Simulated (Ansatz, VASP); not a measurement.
**One calculation of Na2S, two programs**

INCAR

```
  PREC = Accurate
  ENCUT = 400
  EDIFF = 1E-8
  ISMEAR = -1
  SIGMA = 0.02
  LREAL = False
  LASPH = True
  NELM = 120
  ALGO = Normal
  ISIF = 2
  LWAVE = False
  LCHARG = False
  GGA = PS
  LEFG = True
  NBANDS = 17
  GGA_COMPAT = False
```

KPOINTS

```
Automatic mesh
0
Gamma
  8 8 8
```

POSCAR

```
Na2S
1.0
    0.0000000000      3.2630000000      3.2630000000
    3.2630000000      0.0000000000      3.2630000000
    3.2630000000      3.2630000000      0.0000000000
Na S
2 1
Direct
    0.2500000000      0.2500000000      0.2500000000
    0.7500000000      0.7500000000      0.7500000000
    0.0000000000      0.0000000000      0.0000000000
```

Input for Ansatz:

```yaml
crystal:
  lattice:
    - [0.0, 3.263, 3.263]
    - [3.263, 0.0, 3.263]
    - [3.263, 3.263, 0.0]
  atoms:
    - { symbol: Na, position: [0.25, 0.25, 0.25] }
    - { symbol: Na, position: [0.75, 0.75, 0.75] }
    - { symbol: S, position: [0.0, 0.0, 0.0] }
kpoints:
  mp_grid: { grid: [8, 8, 8] }
  band_path:
    path:
      - [0.0, 0.0, 0.0]
      - [0.5, 0.0, 0.5]
      - [0.625, 0.25, 0.625]
      - [0.375, 0.375, 0.75]
      - [0.0, 0.0, 0.0]
      - [0.5, 0.5, 0.5]
      - [0.5, 0.25, 0.75]
      - [0.5, 0.0, 0.5]
    npoints: 14
scf:
  occupations: { method: fermi_dirac, width: 0.02 }
hamiltonian:
  xc: pbesol
  pseudopotentials: { kind: paw }
output:
  forces: true
  stress: true
  eigenvalues: true
  efg: { contact_densities: true }
  populations: true
  bader: true
  dos: { projected: true, de: 0.2, e_range: [-14, 8] }
  write_density: true
  write_potential: true
  elf: true
  volumetric_format: npy
```

Alike in both runs: task electric field gradients; functional PBEsol; k mesh 8 × 8 × 8; occupations fermi-dirac, width 0.02 eV; no spin polarisation.

|  | VASP | Ansatz |
| --- | --- | --- |
| version | VASP 6.6.1 | Ansatz 0.2.0 |
| potentials or method | VASP PAW PBE potentials, release 64 (Na_pv, S) | PAW with Ansatz's default frozen-core files, scalar-relativistic |
| plane-wave cutoff (eV) | 400 | 420 |
| valence electrons in the cell | 20 | 24 |

|  | VASP | Ansatz | Ansatz less VASP |
| --- | --- | --- | --- |
| gap on the k mesh at the Fermi level (eV) | 2.39 | 2.39 | +0.006 |
| pressure (GPa) | -0.5 | -0.3 | +0.16 |

VASP's potentials were made for PBE, not for PBEsol. The functional is the same, so the differences come from potentials, cutoffs and numerics. VASP's potentials hold 20 valence electrons a cell and Ansatz's 24, so a difference there can come from the potentials and not from the codes.
